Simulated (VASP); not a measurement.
# Sn3Te2O (P6mm) in VASP: a series of runs

Sn3Te2O is run at these levels: PBE; tasks: relaxation of cell and atoms, single point.

All numbers are computed with VASP 6.6.1; they aren't measurements. Logs are shortened: lines on timing, memory, paths and dates and some standing lists are left out, and cuts for length are marked.

### 1 The cell of the first run

Symmetry: P6mm, No. 183, hexagonal system. The conventional cell has a = 6.284 Å, b = 6.284 Å, c = 4.413 Å, α = 90.00°, β = 90.00°, γ = 120.00°. Within 3.7 Å of Sn (site symmetry 2mm) lie 4 Te at 2.84 to 2.87 Å and 4 Sn at 3.14 Å and 2 O at 3.67 Å. Te (site symmetry 3m) has 6 Sn at 2.84 to 2.87 Å and 3 Te at 3.63 Å and 3 O at 3.64 Å within 3.7 Å. O (site symmetry 6mm) has 6 Te at 3.64 Å and 12 Sn at 3.67 to 4.03 Å and 2 O at 4.41 Å within 4.8 Å.

The cell was built from a structure type or drawn by symmetry, and may not be a known phase.

### 2 Relaxation of cell and atoms, PBE

INCAR

```
PREC     = Accurate       # precision mode
ENCUT    = 600            # plane-wave cutoff, eV
EDIFF    = 1E-7           # SCF threshold, eV
ISMEAR   = 0              # smearing method
SIGMA    = 0.1            # smearing width, eV
LREAL    = False          # projectors in reciprocal space
LASPH    = True           # aspherical terms in the spheres
NELM     = 80             # most SCF steps
ALGO     = Normal         # electronic algorithm
ISIF     = 3              # what is computed and relaxed
LWAVE    = False          # write WAVECAR
LCHARG   = False          # write CHGCAR
GGA      = PE             # functional
IBRION   = 2              # ionic algorithm
NSW      = 90             # ionic steps
EDIFFG   = -0.04          # ionic threshold
```

KPOINTS

```
regular mesh
0
Gamma
  3 3 4
```

POSCAR

```
Sn3Te2O
1.0
    6.2836170200      0.0000000000      0.0000000000
   -3.1418085100      5.4417719700      0.0000000000
    0.0000000000      0.0000000000      4.4134212800
Sn Te O
3 2 1
Direct
    0.5000000000      0.5000000000      0.4595159900
    0.5000000000      0.0000000000      0.4595159900
    0.0000000000      0.5000000000      0.4595159900
    0.6666666700      0.3333333300      0.9631379800
    0.3333333300      0.6666666700      0.9631379800
    0.0000000000      0.0000000000      0.8888130200
```

Potentials or basis: VASP PAW PBE potentials, release 64 (Sn_d, Te, O).

Started as:

```
> cat potpaw_PBE.64/Sn_d/POTCAR potpaw_PBE.64/Te/POTCAR potpaw_PBE.64/O/POTCAR > POTCAR
> mpirun -np 1 vasp_std > vasp.out
```

OUTCAR:

```text
PREC = Accurate
   ENCUT = 600
   EDIFF = 1E-7
   ISMEAR = 0
   LREAL = False
   LASPH = True
   NELM = 80
   ISIF = 3
   GGA = PE
   IBRION = 2
   NSW = 90
   EDIFFG = -0.04

 ion  position               nearest neighbor table
   1  0.500  0.500  0.460-   4 2.84   5 2.84   4 2.87   5 2.87   3 3.14   3 3.14   2 3.14   2 3.14

   2  0.500  0.000  0.460-   4 2.84   5 2.84   4 2.87   5 2.87   1 3.14   3 3.14   1 3.14   3 3.14

   3  0.000  0.500  0.460-   4 2.84   5 2.84   4 2.87   5 2.87   1 3.14   1 3.14   2 3.14   2 3.14

   4  0.667  0.333  0.963-   3 2.84   2 2.84   1 2.84   3 2.87   2 2.87   1 2.87   5 3.63   5 3.63
                             5 3.63
   5  0.333  0.667  0.963-   3 2.84   2 2.84   1 2.84   3 2.87   2 2.87   1 2.87   4 3.63   4 3.63
                             4 3.63
   6  0.000  0.000  0.889-

  LATTYP: Found a hexagonal cell.
 ALAT       =     6.2836170200
 C/A-ratio  =     0.7023695534

  Lattice vectors:

 A1 = (   6.2836170200,   0.0000000000,   0.0000000000)
 A2 = (  -3.1418085100,   5.4417719700,   0.0000000000)
 A3 = (   0.0000000000,   0.0000000000,   4.4134212800)

Analysis of symmetry for initial positions (statically):
=====================================================================
 Subroutine PRICEL returns:
 Original cell was already a primitive cell.

 Routine SETGRP: Setting up the symmetry group for a
 hexagonal supercell.

 Subroutine GETGRP returns: Found 12 space group operations
 (whereof 12 operations were pure point group operations)
 out of a pool of 24 trial point group operations.

The static configuration has the point symmetry C_6v.

Analysis of symmetry for dynamics (positions and initial velocities):
=====================================================================
 Subroutine PRICEL returns:
 Original cell was already a primitive cell.

 Routine SETGRP: Setting up the symmetry group for a
 hexagonal supercell.

 Subroutine GETGRP returns: Found 12 space group operations
 (whereof 12 operations were pure point group operations)
 out of a pool of 24 trial point group operations.

The dynamic configuration has the point symmetry C_6v.

 Subroutine INISYM returns: Found 12 space group operations
 (whereof 12 operations are pure point group operations),
 and found     1 'primitive' translations

----------------------------------------------------------------------------------------

                                     Primitive cell

[... 97 lines left out ...]
   ISMEAR =     0;   SIGMA  =   0.10  broadening in eV -4-tet -1-fermi 0-gaus
   EFERMI_NEDOS =   21; number of points for ismear=-14 and -15
   IALGO  =     38    algorithm
   IMIX   =      4    mixing-type and parameters
     AMIX     =   0.40;   BMIX     =  1.00
     AMIX_MAG =   1.60;   BMIX_MAG =  1.00
  volume/ion in A,a.u.               =      25.15       169.73
  Fermi-wavevector in a.u.,A,eV,Ry     =   1.203788  2.274830 19.716287  1.449106
  Thomas-Fermi vector in A             =   2.339532
   LORBIT       =      0    0 simple, 1 ext, 2 COOP (PROOUT), +10 PAW based schemes
   GGA     = PE    functional components
   LHFCALC =     F    Hartree Fock is set to
   AEXX    =    0.0000 exact exchange contribution
   IVDW    =     0    specifies the selected vdW correction
   LEPSILON=     F    determine dielectric tensor
   LRPA    =     F    only Hartree local field effects (RPA)
 conjugate gradient relaxation of ions
 non-spin polarized calculation
 Gauss-broadening in eV      SIGMA  =   0.10
  energy-cutoff  :      600.00
  volume of cell :      150.91
 maximum number of plane-waves:      5105
 NGX is ok and might be reduce to    50
   NGX = 25   NGY = 25   NGZ = 17

--------------------------------------- Ionic step        1  -------------------------------------------

 number of electron      59.9999985 magnetization

 Free energy of the ion-electron system (eV)
  ---------------------------------------------------
  ext. energy  EPLUGINS =         0.00000000
  ---------------------------------------------------
  free energy    TOTEN  =       -17.63113158 eV

  energy without entropy =      -17.61702746  energy(sigma->0) =      -17.62407952

------------------------ aborting loop because EDIFF is reached ----------------------------------------

  FORCE on cell =-STRESS in cart. coord.  units (eV):
  Direction    XX          YY          ZZ          XY          YZ          ZX
  --------------------------------------------------------------------------------------
  -------------------------------------------------------------------------------------
  Total       11.6194774     11.6194774     21.0812656      0.0000000      0.0000000      0.0000000
  in kB      123.3592570    123.3592572    223.8112081      0.0000000      0.0000000      0.0000000
  external PRESSURE =     156.8432408 kB  Pullay stress =       0.0000000 kB
[... 101 lines left out ...]
  FREE ENERGIE OF THE ION-ELECTRON SYSTEM (eV)
  ---------------------------------------------------
  free  energy   TOTEN  =       -19.4135930075 eV

  energy  without entropy=      -19.3831157089  energy(sigma->0) =      -19.39835436

 E-fermi :   4.5774     XC(G=0):  -8.7656

 val. band max:        4.5388183013   @ k =   0.0000   0.0000   0.5000
 cond. band min:       4.5945197925   @ k =   0.3333   0.3333   0.5000
 fundamental gap:      0.0557014911
 Fermi energy:         4.5774227455

 k-point     1 :       0.0000    0.0000    0.0000
  band No.  band energies     occupation
      1     -17.2254      2.00000
      2     -17.1948      2.00000
      3     -17.1948      2.00000
      4     -17.1397      2.00000
      5     -17.0748      2.00000
      6     -17.0617      2.00000
[... 340 lines left out ...]
     35       7.4315      0.00000
     36       8.2062      0.00000

[... ionic steps 4 to 30 ...]

--------------------------------------- Ionic step       31  -------------------------------------------

 number of electron      60.0000040 magnetization

------------------------ aborting loop because EDIFF is reached ----------------------------------------
[... 75 lines left out ...]
--------------------------------------- Ionic step       33  -------------------------------------------

 number of electron      60.0000030 magnetization

 Free energy of the ion-electron system (eV)
  ---------------------------------------------------
  ext. energy  EPLUGINS =         0.00000000
  ---------------------------------------------------
  free energy    TOTEN  =       -21.05490890 eV

  energy without entropy =      -21.04535521  energy(sigma->0) =      -21.05013206

 E-fermi :   3.9573     XC(G=0):  -8.4581

 val. band max:        3.8793933031   @ k =   0.3333  -0.0000   0.5000
 cond. band min:       4.1223581649   @ k =   0.3333  -0.0000   0.2500
 fundamental gap:      0.2429648618
 Fermi energy:         3.9573400623

 k-point     1 :       0.0000    0.0000    0.0000
  band No.  band energies     occupation
      1     -17.8264      2.00000
      2     -17.8053      2.00000
      3     -17.8053      2.00000
      4     -17.7470      2.00000
      5     -17.6938      2.00000
      6     -17.6833      2.00000
[... 373 lines left out ...]
  FREE ENERGIE OF THE ION-ELECTRON SYSTEM (eV)
  ---------------------------------------------------
  free  energy   TOTEN  =       -21.0549089046 eV

  energy  without entropy=      -21.0453552111  energy(sigma->0) =      -21.05013206

 reached required accuracy - stopping structural energy minimisation
```

OSZICAR:

```text
N       E                     dE             d eps       ncg     rms          rms(c)
DAV:   1     0.655193518742E+03    0.65519E+03   -0.30656E+04   660   0.238E+03
DAV:   2     0.899875807512E+02   -0.56521E+03   -0.55349E+03   648   0.620E+02
DAV:   3    -0.157686069631E+02   -0.10576E+03   -0.10244E+03   788   0.209E+02
[... 566 lines left out ...]
DAV:   5    -0.210549021942E+02    0.65416E-04   -0.57486E-04   892   0.172E-01    0.213E-02
DAV:   6    -0.210549077568E+02   -0.55626E-05   -0.81048E-05   712   0.745E-02    0.943E-03
DAV:   7    -0.210549086928E+02   -0.93601E-06   -0.49307E-06   880   0.152E-02    0.371E-03
DAV:   8    -0.210549088825E+02   -0.18971E-06   -0.71848E-07   548   0.463E-03    0.118E-03
DAV:   9    -0.210549089046E+02   -0.22038E-07   -0.96108E-08   372   0.199E-03
  33 F= -.21054909E+02 E0= -.21050132E+02  d E =-.165948E-02
```

CONTCAR:

```text
Sn3Te2O
   1.00000000000000
     6.4472603294208364    0.0000000000000000    0.0000000000000000
    -3.2236301647104182    5.5834912330311370   -0.0000000000000000
     0.0000000000000000   -0.0000000000000000    5.5465293211416533
  Sn              Te              O
     3     2     1
Direct
     0.5000000000000000    0.5000000000000000    0.4987865864681458
     0.5000000000000000    0.0000000000000000    0.4987865864681458
     0.0000000000000000    0.5000000000000000    0.4987865864681457
     0.6666666699999979    0.3333333300000021    0.0910050155855706
     0.3333333300000021    0.6666666699999979    0.0910050155855706
     0.0000000000000000    0.0000000000000000    0.5152671594244194

  0.00000000E+00  0.00000000E+00  0.00000000E+00
  0.00000000E+00  0.00000000E+00  0.00000000E+00
  0.00000000E+00  0.00000000E+00  0.00000000E+00
  0.00000000E+00  0.00000000E+00  0.00000000E+00
  0.00000000E+00  0.00000000E+00  0.00000000E+00
  0.00000000E+00  0.00000000E+00  0.00000000E+00
```

Run time: 20 min. Hardware: 1 thread of Intel Xeon 6975P-C (Granite Rapids), shared host; peak memory 0.33 GiB.

Results:

```
Free energy                           : -21.0549 eV
Relaxed volume                        : 33.28 Å³/atom
Relaxed cell                          : a = 6.447 Å, b = 6.447 Å, c = 5.547 Å, α = 90.00°, β = 90.00°, γ = 120.00°
Space group after relaxing (to 0.1 Å) : P6mm (No. 183)
Energy gained by relaxing             : 570.6 meV/atom
Ionic steps                           : 33
Pressure after relaxing               : -0.1 GPa
Largest force after relaxing          : 0.015 eV/Å
Band gap on the k mesh                : zero (bands 30 and 31 overlap by 0.05 eV)
```

Forces in eV/Å, atoms in the order of the input:
```
Sn   0.000  0.000  0.008
Sn   0.000  0.000  0.008
Sn   0.000  0.000  0.008
Te   0.000  0.000 -0.015
Te   0.000  0.000 -0.015
O    0.000  0.000  0.006
```

The path:
```
step  energy change (eV)  largest force (eV/Å)  pressure (GPa)  volume (Å³)
   1              0.0000                0.5299           15.68       150.91
   2             -1.5479                0.6183           -2.96       211.01
   3             -1.7825                0.6697            0.11       190.95
   4             -1.7821                0.6678           -0.06       191.82
   5             -1.8217                0.7226           -0.08       192.82
   6             -1.9405                0.8333           -0.05       195.79
   7             -2.1119                0.8498            0.37       201.59
   8             -1.8811                1.4030            2.25       212.57
   9             -2.1286                0.8175            0.65       204.21
  10             -2.1580                0.8162            0.44       205.79
  11             -2.2339                0.8034           -0.16       210.60
  12             -2.3319                0.7433           -1.16       220.44
  13             -2.3280                0.5219           -2.58       241.03
  14             -2.3650                0.6572           -1.86       229.35
  15             -2.4423                0.6282           -1.82       228.76
  16             -2.6566                0.4994           -1.66       226.96
  17             -2.9477                0.3993           -1.16       223.19
  18             -2.7860                1.0911            0.90       215.05
  19             -3.0088                0.5781           -0.67       221.04
  20             -3.1948                0.1773           -1.12       215.17
  21             -3.3217                0.3521           -1.60       205.64
  22             -3.3283                0.3538            1.59       186.79
  23             -3.3710                0.3040           -0.13       195.64
  24             -3.3804                0.2565            0.03       196.24
  25             -3.3832                0.2202            0.16       196.72
  26             -3.3906                0.1945           -0.05       197.93
  27             -3.4004                0.1289           -0.62       201.52
  28             -3.4049                0.1161           -0.55       201.31
  29             -3.4155                0.0793           -0.34       200.71
  30             -3.4216                0.1390            0.14       199.47
  31             -3.4221                0.1048            0.01       199.77
  32             -3.4234                0.0578           -0.06       199.72
  33             -3.4238                0.0155           -0.13       199.67
```

Final structure:
```
Sn Te O
1.0
     6.44726    0.00000    0.00000
    -3.22363    5.58349    0.00000
     0.00000    0.00000    5.54653
Sn Te O
3 2 1
Direct
  0.50000 0.50000 0.49879
  0.50000 0.00000 0.49879
  0.00000 0.50000 0.49879
  0.66667 0.33333 0.09101
  0.33333 0.66667 0.09101
  0.00000 0.00000 0.51527
```

Levels at points of the mesh, in eV from the Fermi level:
| k point | band 27 | band 28 | band 29 | band 30 | band 31 | band 32 | band 33 | band 34 |
| --- | --- | --- | --- | --- | --- | --- | --- | --- |
| (0.00, 0.00, 0.00) | -1.37 | -0.79 | -0.47 | -0.47 | -0.13 | 1.60 | 1.60 | 2.01 |
| (0.00, 0.00, 0.50) | -0.79 | -0.66 | -0.66 | -0.19 | 1.27 | 1.27 | 1.92 | 2.09 |

Caveat: the k points lie up to 0.38 Å⁻¹ apart in the final cell; the volume moved by over 15 % at a fixed basis, so the end points are rough; semilocal functionals underestimate gaps, so a narrow gap can read as zero; spin-orbit coupling is left out, which moves the levels of the heavy elements.

(Part 1 of 2 ends here.)
